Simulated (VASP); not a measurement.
# Ti (Im-3m) in VASP: notebook

Ti is run at these levels: PBEsol; tasks: single point.

All numbers are computed with VASP 6.6.1; they aren't measurements. Logs are shortened: lines on timing, memory, paths and dates and some standing lists are left out, and cuts for length are marked.

### Step 1. The cell of the first run

It takes space group Im-3m (No. 229, cubic). The conventional cell has a = 3.282 Å, b = 3.282 Å, c = 3.282 Å, α = 90.00°, β = 90.00°, γ = 90.00°. Within 3.7 Å of Ti (site symmetry m-3m) lie 14 Ti at 2.84 to 3.28 Å.

### Step 2. Single point, PBEsol

Input file INCAR:

```
SYSTEM = Ti
ALGO = Normal
EDIFF = 1E-6
ENCUT = 520
GGA = PS
ISIF = 2
ISMEAR = -1
LASPH = .TRUE.
LCHARG = .FALSE.
LREAL = .FALSE.
LWAVE = .FALSE.
NBANDS = 12
NELM = 100
PREC = Accurate
SIGMA = 0.02
```

Input file KPOINTS:

```
k-points
0
G
  3 3 3
  0 0 0
```

Input file POSCAR:

```
Ti
1.0
   -1.6410000000      1.6410000000      1.6410000000
    1.6410000000     -1.6410000000      1.6410000000
    1.6410000000      1.6410000000     -1.6410000000
Ti
1
Direct
    0.0000000000      0.0000000000      0.0000000000
```

Potentials or basis: VASP PAW PBE potentials, release 64 (Ti_sv).

The run is started by

```console
$ cat potpaw_PBE.64/Ti_sv/POTCAR > POTCAR
$ mpirun -np 1 vasp_std > vasp.out
```

OUTCAR:

```text
SYSTEM = Ti
   EDIFF = 1E-6
   ENCUT = 520
   GGA = PS
   ISIF = 2
   ISMEAR = -1
   LASPH = .TRUE.
   LREAL = .FALSE.
   NELM = 100
   PREC = Accurate

 ion  position               nearest neighbor table
   1  0.000  0.000  0.000-

  LATTYP: Found a body centered cubic cell.
 ALAT       =     3.2820000000

  Lattice vectors:

 A1 = (  -1.6410000000,   1.6410000000,   1.6410000000)
 A2 = (   1.6410000000,  -1.6410000000,   1.6410000000)
 A3 = (   1.6410000000,   1.6410000000,  -1.6410000000)

Analysis of symmetry for initial positions (statically):
=====================================================================
 Subroutine PRICEL returns:
 Original cell was already a primitive cell.

 Routine SETGRP: Setting up the symmetry group for a
 body centered cubic supercell.

 Subroutine GETGRP returns: Found 48 space group operations
 (whereof 48 operations were pure point group operations)
 out of a pool of 48 trial point group operations.

The static configuration has the point symmetry O_h .

Analysis of symmetry for dynamics (positions and initial velocities):
=====================================================================
 Subroutine PRICEL returns:
 Original cell was already a primitive cell.

 Routine SETGRP: Setting up the symmetry group for a
 body centered cubic supercell.

 Subroutine GETGRP returns: Found 48 space group operations
 (whereof 48 operations were pure point group operations)
 out of a pool of 48 trial point group operations.

The dynamic configuration has the point symmetry O_h .

 Subroutine INISYM returns: Found 48 space group operations
 (whereof 48 operations are pure point group operations),
 and found     1 'primitive' translations

----------------------------------------------------------------------------------------

                                     Primitive cell

  volume of cell :      17.6761

  direct lattice vectors                    reciprocal lattice vectors
    -1.641000000  1.641000000  1.641000000     0.000000000  0.304692261  0.304692261
     1.641000000 -1.641000000  1.641000000     0.304692261  0.000000000  0.304692261
     1.641000000  1.641000000 -1.641000000     0.304692261  0.304692261  0.000000000

  length of vectors
     2.842295375  2.842295375  2.842295375     0.430899928  0.430899928  0.430899928

  position of ions in fractional coordinates (direct lattice)
     0.000000000  0.000000000  0.000000000

  ion indices of the primitive-cell ions
   primitive index   ion index
                 1           1

----------------------------------------------------------------------------------------

 KPOINTS: k-points

Automatic generation of k-mesh.
 Grid dimensions read from file:
 generate k-points for:    3    3    3

 Generating k-lattice:

  Cartesian coordinates                     Fractional coordinates (reciprocal lattice)
     0.000000000  0.101564087  0.101564087     0.333333333  0.000000000  0.000000000
     0.101564087  0.000000000  0.101564087     0.000000000  0.333333333  0.000000000
     0.101564087  0.101564087  0.000000000     0.000000000  0.000000000  0.333333333

  Length of vectors
     0.143633309  0.143633309  0.143633309

  Shift w.r.t. Gamma in fractional coordinates (k-lattice)
     0.000000000  0.000000000  0.000000000

 Subroutine IBZKPT returns following result:
 ===========================================

 Found      4 irreducible k-points:

 Following reciprocal coordinates:
            Coordinates               Weight
  0.000000  0.000000  0.000000      1.000000
  0.333333  0.000000  0.000000     12.000000
  0.333333  0.333333  0.000000      8.000000
 -0.333333  0.333333  0.333333      6.000000
   k-points           NKPTS =      4   k-points in BZ     NKDIM =      4   number of bands    NBANDS=     12
   number of dos      NEDOS =    301   number of ions     NIONS =      1
   total plane-waves  NPLWV =  13824
   dimension x,y,z NGX =    24 NGY =   24 NGZ =   24
   dimension x,y,z NGXF=    48 NGYF=   48 NGZF=   48
   ions per type =               1
   NGX,Y,Z   is equivalent  to a cutoff of  14.04, 14.04, 14.04 a.u.
   NGXF,Y,Z  is equivalent  to a cutoff of  28.08, 28.08, 28.08 a.u.
 SYSTEM =  Ti
   PREC   = accura    normal or accurate (medium, high low for compatibility)
   ISTART =      0    job   : 0-new  1-cont  2-samecut
   ICHARG =      2    charge: 1-file 2-atom 10-const
   ISPIN  =      1    spin polarized calculation?
   LNONCOLLINEAR =      F non collinear calculations
   LSORBIT =      F    spin-orbit coupling
   LASPH  =      T    aspherical Exc in radial PAW
   ENCUT  =  520.0 eV  38.22 Ry    6.18 a.u.   5.28  5.28  5.28*2*pi/ulx,y,z
   NELM   =    100;   NELMIN=  2; NELMDL= -5     # of ELM steps
   EDIFF  = 0.1E-05   stopping-criterion for ELM
   LREAL  =      F    real-space projection
   EDIFFG = 0.1E-04   stopping-criterion for IOM
   NSW    =      0    number of steps for IOM
   IBRION =     -1    ionic relax: 0-MD 1-quasi-New 2-CG
   NFREE  =      0    steps in history (QN), initial steepest desc. (CG)
   ISIF   =      2    stress and relaxation
   ISYM   =      2    0-nonsym 1-usesym 2-fastsym
   POTIM  = 0.5000    time-step for ionic-motion
   TEBEG  =    0.0;   TEEND  =   0.0 temperature during run
   PSTRESS=    0.0 pullay stress
   NELECT =      12.0000    total number of electrons
   NUPDOWN=      -1.0000    fix difference up-down
   EMIN   =  10.00;   EMAX   =-10.00  energy-range for DOS
   EFERMI =   0.00;   METHOD = LEGACY
   ISMEAR =    -1;   SIGMA  =   0.02  broadening in eV -4-tet -1-fermi 0-gaus
   EFERMI_NEDOS =   21; number of points for ismear=-14 and -15
   IALGO  =     38    algorithm
   IMIX   =      4    mixing-type and parameters
     AMIX     =   0.40;   BMIX     =  1.00
     AMIX_MAG =   1.60;   BMIX_MAG =  1.00
  volume/ion in A,a.u.               =      17.68       119.28
  Fermi-wavevector in a.u.,A,eV,Ry     =   1.438821  2.718977 28.166848  2.070205
  Thomas-Fermi vector in A             =   2.557745
   LORBIT       =      0    0 simple, 1 ext, 2 COOP (PROOUT), +10 PAW based schemes
   GGA     = PS    functional components
   LHFCALC =     F    Hartree Fock is set to
   AEXX    =    0.0000 exact exchange contribution
   IVDW    =     0    specifies the selected vdW correction
   LEPSILON=     F    determine dielectric tensor
   LRPA    =     F    only Hartree local field effects (RPA)
 non-spin polarized calculation
  energy-cutoff  :      520.00
  volume of cell :       17.68
 maximum number of plane-waves:       482
 NGX is ok and might be reduce to    24
   NGX = 11   NGY = 11   NGZ = 11

 number of electron      12.0000001 magnetization

 Free energy of the ion-electron system (eV)
  ---------------------------------------------------
  ext. energy  EPLUGINS =         0.00000000
  ---------------------------------------------------
  free energy    TOTEN  =        -8.22583073 eV

  energy without entropy =       -8.21375618  energy(sigma->0) =       -8.21979346

 E-fermi :   7.6772     XC(G=0): -11.5509

 val. band max:        7.2602216219   @ k =   0.3333   0.3333   0.0000
 cond. band min:       7.6839688724   @ k =   0.3333   0.0000   0.0000
 fundamental gap:      0.4237472505
 Fermi energy:         7.6772394277

 k-point     1 :       0.0000    0.0000    0.0000
  band No.  band energies     occupation
      1     -48.5739      2.00000
      2     -24.5442      2.00000
      3     -24.5442      2.00000
      4     -24.5442      2.00000
      5       1.8698      2.00000
      6       8.7328      0.00000
      7       8.7328      0.00000
      8       8.7328      0.00000
      9      10.4656      0.00000
     10      10.4656      0.00000
     11      25.0782      0.00000
     12      25.0782      0.00000

 k-point     2 :       0.3333    0.0000    0.0000
  band No.  band energies     occupation
      1     -48.4807      2.00000
      2     -25.0316      2.00000
      3     -24.6975      2.00000
      4     -24.5472      2.00000
      5       4.6947      2.00000
      6       7.6840      0.83333
      7       8.0918      0.00000
      8      10.3222      0.00000
      9      10.6592      0.00000
     10      10.9506      0.00000
     11      19.0837      0.00000
     12      22.2212      0.00000

 k-point     3 :       0.3333    0.3333    0.0000
  band No.  band energies     occupation
      1     -48.4336      2.00000
      2     -24.9858      2.00000
      3     -24.9858      2.00000
      4     -24.6241      2.00000
      5       6.8346      2.00000
      6       7.2602      2.00000
      7       7.2602      2.00000
      8      10.6830      0.00000
      9      10.6830      0.00000
     10      15.5495      0.00000
     11      15.5495      0.00000
     12      16.7183      0.00000

 k-point     4 :      -0.3333    0.3333    0.3333
  band No.  band energies     occupation
      1     -48.4080      2.00000
      2     -24.9652      2.00000
      3     -24.8717      2.00000
      4     -24.8717      2.00000
      5       6.0532      2.00000
      6       6.7251      2.00000
      7       9.7835      0.00000
      8       9.7835      0.00000
      9      10.8161      0.00000
     10      12.2799      0.00000
     11      19.6667      0.00000
     12      19.6667      0.00000

------------------------ aborting loop because EDIFF is reached ----------------------------------------

  FORCE on cell =-STRESS in cart. coord.  units (eV):
  Direction    XX          YY          ZZ          XY          YZ          ZX
  --------------------------------------------------------------------------------------
  -------------------------------------------------------------------------------------
  Total       -0.7871806     -0.7871806     -0.7871806     -0.0000000     -0.0000000     -0.0000000
  in kB      -71.3508586    -71.3508586    -71.3508586     -0.0000000     -0.0000000     -0.0000000
  external PRESSURE =     -71.3508586 kB  Pullay stress =       0.0000000 kB

 VOLUME and BASIS-vectors are now :
 -----------------------------------------------------------------------------
  energy-cutoff  :      520.00
  volume of cell :       17.68
      direct lattice vectors                 reciprocal lattice vectors
    -1.641000000  1.641000000  1.641000000     0.000000000  0.304692261  0.304692261
     1.641000000 -1.641000000  1.641000000     0.304692261  0.000000000  0.304692261
     1.641000000  1.641000000 -1.641000000     0.304692261  0.304692261  0.000000000

 POSITION                                       TOTAL-FORCE (eV/Angst)
 -----------------------------------------------------------------------------------
      0.00000      0.00000      0.00000         0.000000     -0.000000      0.000000
 -----------------------------------------------------------------------------------
    total drift:                                0.000000      0.000000     -0.000000

  FREE ENERGIE OF THE ION-ELECTRON SYSTEM (eV)
  ---------------------------------------------------
  free  energy   TOTEN  =        -8.2258307292 eV

  energy  without entropy=       -8.2137561814  energy(sigma->0) =       -8.21979346
```

Run time: 4.6 s. Hardware: 1 thread of Intel Xeon 8259CL, shared host; peak memory 0.13 GiB.

What came out:

- Free energy: -8.2258 eV
- Pressure: -7.1 GPa
- Band gap on the k mesh: zero (band 6 reaches 8.73 eV, above the bottom of band 7 at 7.26 eV)

Caveat: the k points lie up to 0.90 Å⁻¹ apart; the PAW data sets were made with another functional, which shifts forces and pressure a little.

### Step 3. Single point, PBEsol

Input file INCAR:

```
PREC = Accurate
ENCUT = 520
EDIFF = 1E-7
ISMEAR = -1
SIGMA = 0.02
LREAL = False
LASPH = True
NELM = 80
ALGO = Normal
ISIF = 2
LWAVE = False
LCHARG = False
GGA = PS
NBANDS = 12
```

Input file KPOINTS:

```
regular mesh
0
Gamma
  4 4 4
```

POSCAR is that of step 2.

Potentials or basis: VASP PAW PBE potentials, release 64 (Ti_sv).

The run is started by

```console
$ cat potpaw_PBE.64/Ti_sv/POTCAR > POTCAR
$ mpirun -np 1 vasp_std > vasp.out
```

Run time: 6.2 s. Hardware: 1 thread of Intel Xeon 8259CL, shared host; peak memory 0.13 GiB.

The run converged. Its results:

| Item | Value |
| --- | --- |
| Free energy | -8.2621 eV |
| Pressure | -5.7 GPa |
| Band gap on the k mesh | zero (band 6 reaches 8.70 eV, above the bottom of band 7 at 7.14 eV) |

Levels at points of the mesh, in eV from the Fermi level:
| k point | band 4 | band 5 | band 6 | band 7 | band 8 | band 9 |
| --- | --- | --- | --- | --- | --- | --- |
| (0.00, 0.00, 0.00) | -32.32 | -5.86 | 0.97 | 0.97 | 0.97 | 2.70 |
| (0.50, 0.00, 0.00) | -32.32 | -2.38 | -0.37 | 1.15 | 2.68 | 3.03 |
| (0.50, 0.50, 0.50) | -32.76 | -2.02 | -2.02 | 3.84 | 3.84 | 3.84 |

Caveat: the k points lie up to 0.68 Å⁻¹ apart; the PAW data sets were made with another functional, which shifts forces and pressure a little.
